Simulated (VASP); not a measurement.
# CdSe (I-4m2) in VASP: notebook

The runs below take CdSe through single point, with PBEsol.

Everything below comes from runs of VASP 6.6.1. Logs are shortened: lines on timing, memory, paths and dates and some standing lists are left out, and cuts for length are marked.

### Step 1. The cell of the first run

It takes space group I-4m2 (No. 119, tetragonal). Conventional cell: a = 4.215 Å, b = 4.215 Å, c = 6.156 Å, α = 90.00°, β = 90.00°, γ = 90.00°. Cd (site symmetry -4m2) has 4 Se at 2.61 Å within 3.4 Å. Se (site symmetry -4m2) has 4 Cd at 2.61 Å within 3.4 Å.

### Step 2. Single point, PBEsol (in-plane strain -0.02)

The input, INCAR:

```
SYSTEM = CdSe
PREC = Accurate ; ENCUT = 520
EDIFF = 1E-6 ; ISMEAR = 0
SIGMA = 0.01 ; LREAL = .False.
LASPH = .True. ; NELM = 100
ALGO = Normal ; ISIF = 2
LWAVE = .False. ; LCHARG = .True.
GGA = PS ; LELF = .True.
LVHAR = .True. ; NBANDS = 16
```

The input, KPOINTS:

```
regular mesh
0
Gamma
  6 6 6
  0 0 0
```

The input, POSCAR:

```
CdSe
1.0
    2.9804881253      2.9804881253      0.0000000000
   -2.9804881253      2.9804881253      0.0000000000
    0.0000000000      2.9804881253      3.0778101866
Cd Se
1 1
Direct
    0.0000000000      0.0000000000      0.0000000000
    0.7500000000      0.2500000000      0.5000000000
```

Potentials or basis: VASP PAW PBE potentials, release 64 (Cd, Se).

The run is started by

```console
$ cat potpaw_PBE.64/Cd/POTCAR potpaw_PBE.64/Se/POTCAR > POTCAR
$ mpirun -np 1 vasp_std > vasp.out
```

OUTCAR:

```text
SYSTEM = CdSe
   PREC = Accurate
   ENCUT = 520
   EDIFF = 1E-6
   ISMEAR = 0
   LREAL = .False.
   LASPH = .True.
   NELM = 100
   ISIF = 2
   GGA = PS

 ion  position               nearest neighbor table
   1  0.000  0.000  0.000-   2 2.61   2 2.61   2 2.61   2 2.61
   2  0.750  0.250  0.500-   1 2.61   1 2.61   1 2.61   1 2.61

  LATTYP: Found a body centered tetragonal cell.
 ALAT       =     4.2150467293
 C/A-ratio  =     1.4603919644

  Lattice vectors:

 A1 = (   2.9804881253,   0.0000000000,  -3.0778101866)
 A2 = (  -2.9804881253,   0.0000000000,  -3.0778101866)
 A3 = (   0.0000000000,   2.9804881253,   3.0778101866)

Analysis of symmetry for initial positions (statically):
=====================================================================
 Subroutine PRICEL returns:
 Original cell was already a primitive cell.

 Routine SETGRP: Setting up the symmetry group for a
 body centered tetragonal supercell.

 Subroutine GETGRP returns: Found  8 space group operations
 (whereof  8 operations were pure point group operations)
 out of a pool of 16 trial point group operations.

The static configuration has the point symmetry D_2d.

Analysis of symmetry for dynamics (positions and initial velocities):
=====================================================================
 Subroutine PRICEL returns:
 Original cell was already a primitive cell.

 Routine SETGRP: Setting up the symmetry group for a
 body centered tetragonal supercell.

 Subroutine GETGRP returns: Found  8 space group operations
 (whereof  8 operations were pure point group operations)
 out of a pool of 16 trial point group operations.

The dynamic configuration has the point symmetry D_2d.

 Subroutine INISYM returns: Found  8 space group operations
 (whereof  8 operations are pure point group operations),
 and found     1 'primitive' translations

----------------------------------------------------------------------------------------

                                     Primitive cell

  volume of cell :      54.6823

  direct lattice vectors                    reciprocal lattice vectors
     2.980488125  2.980488125  0.000000000     0.167757756  0.167757756 -0.162453163
    -2.980488125  2.980488125  0.000000000    -0.167757756  0.167757756 -0.162453163
     0.000000000  2.980488125  3.077810187     0.000000000  0.000000000  0.324906326

  length of vectors
     4.215046729  4.215046729  4.284416531     0.287534971  0.287534971  0.324906326

  position of ions in fractional coordinates (direct lattice)
     0.000000000  0.000000000  0.000000000
     0.750000000  0.250000000  0.500000000

  ion indices of the primitive-cell ions
   primitive index   ion index
                 1           1
                 2           2

----------------------------------------------------------------------------------------

 KPOINTS: regular mesh

Automatic generation of k-mesh.
 Grid dimensions read from file:
 generate k-points for:    6    6    6

 Generating k-lattice:

  Cartesian coordinates                     Fractional coordinates (reciprocal lattice)
     0.027959626  0.027959626 -0.027075527     0.166666667  0.000000000  0.000000000
    -0.027959626  0.027959626 -0.027075527     0.000000000  0.166666667  0.000000000
     0.000000000  0.000000000  0.054151054     0.000000000  0.000000000  0.166666667

  Length of vectors
     0.047922495  0.047922495  0.054151054

  Shift w.r.t. Gamma in fractional coordinates (k-lattice)
     0.000000000  0.000000000  0.000000000

 Subroutine IBZKPT returns following result:
 ===========================================

 Found     30 irreducible k-points:

 Following reciprocal coordinates:
            Coordinates               Weight
  0.000000  0.000000  0.000000      1.000000
  0.166667  0.000000  0.000000      8.000000
  0.333333  0.000000  0.000000      8.000000
  0.500000  0.000000 -0.000000      4.000000
  0.166667  0.166667  0.000000      8.000000
  0.333333  0.166667 -0.000000     16.000000
[... 16 lines left out ...]
 -0.333333 -0.333333  0.166667      4.000000
 -0.166667 -0.333333  0.166667     16.000000
 [... further k-points ...]
   k-points           NKPTS =     30   k-points in BZ     NKDIM =     30   number of bands    NBANDS=     16
   number of dos      NEDOS =    301   number of ions     NIONS =      2
   total plane-waves  NPLWV =  32768
   dimension x,y,z NGX =    32 NGY =   32 NGZ =   32
   dimension x,y,z NGXF=    64 NGYF=   64 NGZF=   64
   ions per type =               1   1
   NGX,Y,Z   is equivalent  to a cutoff of  12.62, 12.62, 12.42 a.u.
   NGXF,Y,Z  is equivalent  to a cutoff of  25.24, 25.24, 24.83 a.u.
 SYSTEM =  CdSe
   PREC   = accura    normal or accurate (medium, high low for compatibility)
   ISTART =      0    job   : 0-new  1-cont  2-samecut
   ICHARG =      2    charge: 1-file 2-atom 10-const
   ISPIN  =      1    spin polarized calculation?
   LNONCOLLINEAR =      F non collinear calculations
   LSORBIT =      F    spin-orbit coupling
   LASPH  =      T    aspherical Exc in radial PAW
   ENCUT  =  520.0 eV  38.22 Ry    6.18 a.u.   7.84  7.84  7.97*2*pi/ulx,y,z
   NELM   =    100;   NELMIN=  2; NELMDL= -5     # of ELM steps
   EDIFF  = 0.1E-05   stopping-criterion for ELM
   LREAL  =      F    real-space projection
   EDIFFG = 0.1E-04   stopping-criterion for IOM
   NSW    =      0    number of steps for IOM
   IBRION =     -1    ionic relax: 0-MD 1-quasi-New 2-CG
   NFREE  =      0    steps in history (QN), initial steepest desc. (CG)
   ISIF   =      2    stress and relaxation
   ISYM   =      2    0-nonsym 1-usesym 2-fastsym
   POTIM  = 0.5000    time-step for ionic-motion
   TEBEG  =    0.0;   TEEND  =   0.0 temperature during run
   PSTRESS=    0.0 pullay stress
   NELECT =      18.0000    total number of electrons
   NUPDOWN=      -1.0000    fix difference up-down
   EMIN   =  10.00;   EMAX   =-10.00  energy-range for DOS
   EFERMI =   0.00;   METHOD = LEGACY
   ISMEAR =     0;   SIGMA  =   0.01  broadening in eV -4-tet -1-fermi 0-gaus
   EFERMI_NEDOS =   21; number of points for ismear=-14 and -15
   IALGO  =     38    algorithm
   IMIX   =      4    mixing-type and parameters
     AMIX     =   0.40;   BMIX     =  1.00
     AMIX_MAG =   1.60;   BMIX_MAG =  1.00
  volume/ion in A,a.u.               =      27.34       184.51
  Fermi-wavevector in a.u.,A,eV,Ry     =   1.130360  2.136071 17.384352  1.277714
  Thomas-Fermi vector in A             =   2.267056
   LORBIT       =      0    0 simple, 1 ext, 2 COOP (PROOUT), +10 PAW based schemes
   GGA     = PS    functional components
   LHFCALC =     F    Hartree Fock is set to
   AEXX    =    0.0000 exact exchange contribution
   IVDW    =     0    specifies the selected vdW correction
   LEPSILON=     F    determine dielectric tensor
   LRPA    =     F    only Hartree local field effects (RPA)
 non-spin polarized calculation
 Gauss-broadening in eV      SIGMA  =   0.01
  energy-cutoff  :      520.00
  volume of cell :       54.68
 maximum number of plane-waves:      1496
   NGX = 15   NGY = 15   NGZ = 15

 number of electron      17.9999996 magnetization

 Free energy of the ion-electron system (eV)
  ---------------------------------------------------
  ext. energy  EPLUGINS =         0.00000000
  ---------------------------------------------------
  free energy    TOTEN  =        -6.15947023 eV

  energy without entropy =       -6.15947023  energy(sigma->0) =       -6.15947023

 E-fermi :   1.2006     XC(G=0):  -9.2290

 val. band max:        1.0815713294   @ k =   0.0000   0.0000   0.0000
 cond. band min:       1.5788150570   @ k =   0.0000   0.0000   0.0000
 fundamental gap:      0.4972437277
 Fermi energy:         1.2006404814

 k-point     1 :       0.0000    0.0000    0.0000
  band No.  band energies     occupation
      1     -11.7410      2.00000
      2      -6.9835      2.00000
      3      -6.9679      2.00000
      4      -6.9679      2.00000
      5      -6.5671      2.00000
      6      -6.5559      2.00000
[... 8 lines left out ...]
     15      11.8900      0.00000
     16      12.4268      0.00000

 k-point     2 :       0.1667    0.0000    0.0000
  band No.  band energies     occupation
      1     -11.6409      2.00000
      2      -6.9480      2.00000
      3      -6.9360      2.00000
      4      -6.8837      2.00000
      5      -6.5661      2.00000
      6      -6.5590      2.00000
[... 8 lines left out ...]
     15      11.2749      0.00000
     16      11.5296      0.00000

 k-point     3 :       0.3333    0.0000    0.0000
  band No.  band energies     occupation
      1     -11.4367      2.00000
      2      -6.8969      2.00000
      3      -6.8819      2.00000
      4      -6.5733      2.00000
      5      -6.5524      2.00000
      6      -6.5402      2.00000
[... 8 lines left out ...]
     15      11.5818      0.00000
     16      11.6264      0.00000

 k-point     4 :       0.5000    0.0000   -0.0000
  band No.  band energies     occupation
      1     -11.3334      2.00000
      2      -6.8795      2.00000
      3      -6.8619      2.00000
      4      -6.5404      2.00000
      5      -6.5315      2.00000
      6      -6.2467      2.00000
[... 8 lines left out ...]
     15      13.1192      0.00000
     16      13.3069      0.00000

 k-point     5 :       0.1667    0.1667    0.0000
  band No.  band energies     occupation
      1     -11.5074      2.00000
      2      -6.9088      2.00000
      3      -6.8789      2.00000
      4      -6.7377      2.00000
      5      -6.5783      2.00000
      6      -6.5381      2.00000
[... 8 lines left out ...]
     15      11.6241      0.00000
     16      13.1367      0.00000

 k-point     6 :       0.3333    0.1667   -0.0000
  band No.  band energies     occupation
      1     -11.3370      2.00000
      2      -6.8575      2.00000
      3      -6.8391      2.00000
      4      -6.5696      2.00000
      5      -6.5582      2.00000
      6      -6.3340      2.00000
[... 8 lines left out ...]
     15      12.0262      0.00000
     16      13.1984      0.00000

 k-point     7 :       0.5000    0.1667    0.0000
  band No.  band energies     occupation
      1     -11.3009      2.00000
      2      -6.8518      2.00000
      3      -6.8228      2.00000
      4      -6.5932      2.00000
      5      -6.5294      2.00000
      6      -6.2251      2.00000
[... 8 lines left out ...]
     15      12.9026      0.00000
     16      13.3471      0.00000

 k-point     8 :      -0.3333    0.1667    0.0000
  band No.  band energies     occupation
      1     -11.4359      2.00000
      2      -6.8762      2.00000
      3      -6.8476      2.00000
      4      -6.7063      2.00000
      5      -6.5403      2.00000
      6      -6.5224      2.00000
[... 8 lines left out ...]
     15      12.4410      0.00000
     16      12.9145      0.00000

 k-point     9 :      -0.1667    0.1667    0.0000
  band No.  band energies     occupation
      1     -11.6056      2.00000
      2      -6.9206      2.00000
      3      -6.9031      2.00000
      4      -6.8962      2.00000
      5      -6.5769      2.00000
      6      -6.5470      2.00000
[... 8 lines left out ...]
     15      12.1991      0.00000
     16      12.8647      0.00000
[... 172 lines left out ...]
 k-point    19 :       0.3333    0.3333    0.1667
  band No.  band energies     occupation
      1     -11.3008      2.00000
      2      -6.8273      2.00000
      3      -6.7947      2.00000
      4      -6.6453      2.00000
      5      -6.5315      2.00000
      6      -6.3092      2.00000
[... 8 lines left out ...]
     15      13.1068      0.00000
     16      14.1195      0.00000

 k-point    20 :       0.5000    0.3333    0.1667
  band No.  band energies     occupation
      1     -11.2338      2.00000
      2      -6.8123      2.00000
      3      -6.7736      2.00000
      4      -6.6006      2.00000
      5      -6.5525      2.00000
      6      -6.0910      2.00000
[... 8 lines left out ...]
     15      12.9954      0.00000
     16      14.4378      0.00000

 k-point    21 :       0.5000    0.5000    0.1667
  band No.  band energies     occupation
      1     -11.1999      2.00000
      2      -6.7680      2.00000
      3      -6.7607      2.00000
      4      -6.6285      2.00000
      5      -6.5344      2.00000
      6      -6.0581      2.00000
[... 8 lines left out ...]
     15      13.8636      0.00000
     16      14.3699      0.00000

 k-point    22 :      -0.1667    0.5000    0.1667
  band No.  band energies     occupation
      1     -11.3025      2.00000
      2      -6.8153      2.00000
      3      -6.8056      2.00000
      4      -6.6482      2.00000
      5      -6.5334      2.00000
      6      -6.3007      2.00000
[... 8 lines left out ...]
     15      13.3903      0.00000
     16      14.2160      0.00000

 k-point    23 :      -0.3333   -0.3333    0.1667
  band No.  band energies     occupation
      1     -11.2047      2.00000
      2      -6.7828      2.00000
      3      -6.7331      2.00000
      4      -6.6426      2.00000
      5      -6.5278      2.00000
      6      -6.0626      2.00000
[... 8 lines left out ...]
     15      13.7591      0.00000
     16      13.9375      0.00000

 k-point    24 :      -0.1667   -0.3333    0.1667
  band No.  band energies     occupation
      1     -11.2408      2.00000
      2      -6.8103      2.00000
      3      -6.7734      2.00000
      4      -6.5977      2.00000
      5      -6.5497      2.00000
      6      -6.1029      2.00000
[... 8 lines left out ...]
     15      12.9206      0.00000
     16      14.0047      0.00000

 [... further k-points ...]
[... 5 lines left out ...]
  --------------------------------------------------------------------------------------
  -------------------------------------------------------------------------------------
  Total        0.7201099      0.7201099      0.5333620      0.0000000      0.0000000     -0.0000000
  in kB       21.0990412     21.0990412     15.6273761      0.0000000      0.0000000     -0.0000000
  external PRESSURE =      19.2751528 kB  Pullay stress =       0.0000000 kB

 VOLUME and BASIS-vectors are now :
 -----------------------------------------------------------------------------
  energy-cutoff  :      520.00
  volume of cell :       54.68
      direct lattice vectors                 reciprocal lattice vectors
     2.980488125  2.980488125  0.000000000     0.167757756  0.167757756 -0.162453163
    -2.980488125  2.980488125  0.000000000    -0.167757756  0.167757756 -0.162453163
     0.000000000  2.980488125  3.077810187     0.000000000  0.000000000  0.324906326

 POSITION                                       TOTAL-FORCE (eV/Angst)
 -----------------------------------------------------------------------------------
      0.00000      0.00000      0.00000         0.000000     -0.000000      0.000000
      1.49024      4.47073      1.53891        -0.000000      0.000000      0.000000
 -----------------------------------------------------------------------------------
    total drift:                                0.000000     -0.000000      0.000000

  FREE ENERGIE OF THE ION-ELECTRON SYSTEM (eV)
  ---------------------------------------------------
  free  energy   TOTEN  =        -6.1594702328 eV

  energy  without entropy=       -6.1594702328  energy(sigma->0) =       -6.15947023
```

It took 24 s on 1 thread of Intel Xeon Platinum 8259CL at 2.50GHz (Skylake/Cascade Lake), shared host; peak memory 0.18 GiB.

Results:

```yaml
Free_energy: -6.1595 eV
Pressure: 1.9 GPa
Band_gap_on_the_k_mesh: 0.50 eV, direct
```

Stress tensor (GPa, compression positive):
```
2.11 0.00 0.00
0.00 2.11 0.00
0.00 0.00 1.56
```

Levels at points of the mesh, in eV from the valence-band top:
| k point | band 6 | band 7 | band 8 | band 9 | band 10 | band 11 | band 12 | band 13 |
| --- | --- | --- | --- | --- | --- | --- | --- | --- |
| (0.00, 0.00, 0.00) | -7.64 | -0.11 | 0.00 | 0.00 | 0.50 | 5.82 | 5.82 | 5.82 |
| (0.50, 0.00, 0.00) | -7.33 | -4.66 | -0.91 | -0.76 | 2.27 | 6.22 | 6.45 | 7.32 |
| (0.50, 0.50, 0.00) | -7.24 | -4.23 | -2.09 | -2.03 | 2.87 | 3.57 | 9.18 | 10.03 |
| (0.00, 0.00, 0.50) | -7.30 | -4.42 | -1.92 | -1.92 | 2.98 | 3.84 | 8.88 | 10.29 |

Caveat: the cell differs from its parent crystal (in-plane strain -0.02); the PAW data sets were made with another functional, which shifts forces and pressure a little.

### Step 3. Single point, PBEsol (in-plane strain -0.01)

The input, INCAR:

```
SYSTEM = CdSe
ALGO = Normal ; EDIFF = 1E-6
ENCUT = 520 ; GGA = PS
ISIF = 2 ; ISMEAR = 0
LASPH = .TRUE. ; LCHARG = .FALSE.
LREAL = .FALSE. ; LWAVE = .FALSE.
NBANDS = 16 ; NELM = 80
PREC = Accurate ; SIGMA = 0.01
```

The input, KPOINTS:

```
k-points
0
G
  6 6 6
  0 0 0
```

The input, POSCAR:

```
CdSe
1.0
    3.0109012695      3.0109012695      0.0000000000
   -3.0109012695      3.0109012695      0.0000000000
    0.0000000000      3.0109012695      3.0595623001
Cd Se
1 1
Direct
    0.0000000000      0.0000000000      0.0000000000
    0.7500000000      0.2500000000      0.5000000000
```

Potentials or basis: VASP PAW PBE potentials, release 64 (Cd, Se).

The run is started by

```console
$ cat potpaw_PBE.64/Cd/POTCAR potpaw_PBE.64/Se/POTCAR > POTCAR
$ mpirun -np 1 vasp_std > vasp.out
```

Run time: 23 s. Hardware: 1 thread of Intel Xeon Platinum 8259CL at 2.50GHz (Skylake/Cascade Lake), shared host; peak memory 0.18 GiB.

It converged, with:

```
Free energy            : -6.1685 eV
Pressure               : 1.1 GPa
Band gap on the k mesh : 0.49 eV, direct
```

Stress tensor (GPa, compression positive):
```
1.19 0.00 0.00
0.00 1.19 0.00
0.00 0.00 0.92
```

Levels at points of the mesh, in eV from the valence-band top:
```csv
k point,band 7,band 8,band 9,band 10,band 11,band 12
"(0.00, 0.00, 0.00)",-0.05,0.00,0.00,0.49,5.83,5.83
"(0.50, 0.00, 0.00)",-4.55,-0.83,-0.76,2.28,6.29,6.40
"(0.50, 0.50, 0.00)",-4.18,-1.98,-1.96,2.94,3.62,9.08
"(0.00, 0.00, 0.50)",-4.27,-1.90,-1.90,2.99,3.76,8.93
```

Caveat: the cell differs from its parent crystal (in-plane strain -0.01); the PAW data sets were made with another functional, which shifts forces and pressure a little.

[end of part 1 of 2]
